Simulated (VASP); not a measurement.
Write the native input for VASP 6.6.1 that does the following.

* Task: single point
* Functional: PBE
* Potentials or basis: VASP PAW PBE potentials, release 64 (Ag)
* Cutoff: 500 eV
* k mesh: 17 × 17 × 17
* Occupations: fermi-dirac, width 0.05 eV
* Spin: no spin polarisation
* Dipole correction: no
* Further INCAR settings: ALGO = Normal; EDIFF = 1e-06; NBANDS = 12

The structure of Ag lies in POSCAR:

```
Ag
1.0
    0.0000000000      2.0742833058      2.0742833058
    2.0742833058      0.0000000000      2.0742833058
    2.0742833058      2.0742833058      0.0000000000
Ag
1
Direct
    0.0000000000      0.0000000000      0.0000000000
```

One way to write it, as run:

INCAR

```
PREC = Accurate
ENCUT = 500
EDIFF = 1E-6
ISMEAR = -1
SIGMA = 0.05
LREAL = False
LASPH = True
NELM = 120
ALGO = Normal
ISIF = 2
LWAVE = False
LCHARG = True
GGA = PE
LELF = True
LVHAR = True
NBANDS = 12
GGA_COMPAT = False
```

KPOINTS

```
Automatic mesh
0
Gamma
  17 17 17
```

Potentials or basis: VASP PAW PBE potentials, release 64 (Ag).

The run is started by

```sh
$ cat potpaw_PBE.64/Ag/POTCAR > POTCAR
$ mpirun -np 1 vasp_std > vasp.out
```

Results of the run:

| Property | Result |
| --- | --- |
| Pressure | -0.1 GPa |
| Band gap on the k mesh | zero (an odd number of electrons rules out a gap without spin polarisation) |

It took 43 s on 1 thread of Intel Xeon 8259CL, on a shared host, peak memory 0.16 GiB.
